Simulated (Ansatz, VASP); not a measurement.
**SnSe in VASP and in Ansatz**

```
Sn Se
1.0
     0.00000    3.03080    3.03080
     3.03080    0.00000    3.03080
     3.03080    3.03080    0.00000
Sn Se
1 1
Cartesian
  0.0000 0.0000 0.0000
  3.0308 3.0308 3.0308
```

Alike in both runs: functional PBE; k mesh 10 × 10 × 10; occupations gaussian, width 0.02 eV; no spin polarisation.

Ansatz relaxed the structure, and its values are those at the end. VASP's run is a single point on that final structure, the one shown.

|  | VASP | Ansatz |
| --- | --- | --- |
| version | VASP 6.6.1 | Ansatz 0.2.0 |
| potentials or method | VASP PAW PBE potentials, release 64 (Sn_d, Se), cutoff 520 eV | scalar-relativistic, plane waves, PAW |
| valence electrons in the cell | 20 | 30 |

|  | VASP | Ansatz | Ansatz less VASP |
| --- | --- | --- | --- |
| gap on the k mesh at the Fermi level (eV) | 0.49 | 0.49 | 0.000 |
| least direct gap on the mesh (eV) | 0.49 | 0.49 | -0.001 |
| pressure (GPa) | 0.0 | 0.0 | +0.02 |

VASP's potentials hold 20 valence electrons a cell and Ansatz's 30, so a difference there can come from the potentials and not from the codes.
